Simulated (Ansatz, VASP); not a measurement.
Two plane-wave programs on BAs

POSCAR

```
BAs
1.0
    0.0000000000      2.3918698977      2.3918698977
    2.3918698977      0.0000000000      2.3918698977
    2.3918698977      2.3918698977      0.0000000000
B As
1 1
Direct
    0.0000000000      0.0000000000      0.0000000000
    0.2500000000      0.2500000000      0.2500000000
```

Contents of INCAR.step1:

```
SYSTEM = BAs
ALGO = Normal
EDIFF = 1E-5
ENCUT = 420
GGA = PE
GGA_COMPAT = .False.
ISIF = 2
ISMEAR = 0
LASPH = .True.
LREAL = .False.
LWAVE = .True.
NBANDS = 11
NELM = 120
PREC = Accurate
SIGMA = 0.01
```

The input INCAR.step2:

```
SYSTEM = BAs
ALGO = Normal
EDIFF = 1E-6
ENCUT = 420
GGA = PE
GGA_COMPAT = .False.
HFSCREEN = 0.2079
ISIF = 2
ISMEAR = 0
ISTART = 1
LASPH = .True.
LCHARG = .True.
LELF = .True.
LHFCALC = .True.
LREAL = .False.
LVHAR = .True.
LWAVE = .False.
NBANDS = 11
NELM = 120
PREC = Accurate
PRECFOCK = Normal
SIGMA = 0.01
```

File KPOINTS:

```
k-points
0
Gamma
  6 6 6
  0 0 0
```

Input for Ansatz:

```yaml
crystal:
  lattice:
    - [0.0, 2.3918698977, 2.3918698977]
    - [2.3918698977, 0.0, 2.3918698977]
    - [2.3918698977, 2.3918698977, 0.0]
  atoms:
    - { symbol: B, position: [0.0, 0.0, 0.0] }
    - { symbol: As, position: [0.25, 0.25, 0.25] }
kpoints:
  mp_grid: { grid: [6, 6, 6] }
  band_path:
    path:
      - [0.0, 0.0, 0.0]
      - [-0.5, -0.5, 0.0]
      - [-0.375, -0.375, 0.25]
      - [-0.375, 0.0, 0.375]
      - [0.0, 0.0, 0.5]
      - [-0.5, -0.25, 0.25]
      - [0.0, 0.398437, 0.398438]
    npoints: 1
hamiltonian:
  xc: hse06
scf:
  occupations: { method: fixed }
  n_extra_bands: 4
output:
  forces: true
  stress: true
  eigenvalues: true
  write_density: true
  write_potential: true
  elf: true
  volumetric_format: npy
```

Alike in both runs: task single point; functional HSE06; k mesh 6 × 6 × 6; no spin polarisation.

```csv
,VASP,Ansatz
version,VASP 6.6.1,Ansatz 0.2.0
potentials or method,"VASP PAW PBE potentials, release 64 (B, As)","plane waves, PAW"
plane-wave cutoff (eV),420,420
occupations,"gaussian, width 0.01 eV",fixed
valence electrons in the cell,8,18
```

|  | VASP | Ansatz | Ansatz less VASP |
| --- | --- | --- | --- |
| gap on the k mesh at the Fermi level (eV) | 1.95 | 1.94 | -0.008 |

VASP's potentials hold 8 valence electrons a cell and Ansatz's 18, so a difference there can come from the potentials and not from the codes. Ansatz's warnings: stress exchange threshold loose, stress scf threshold loose.
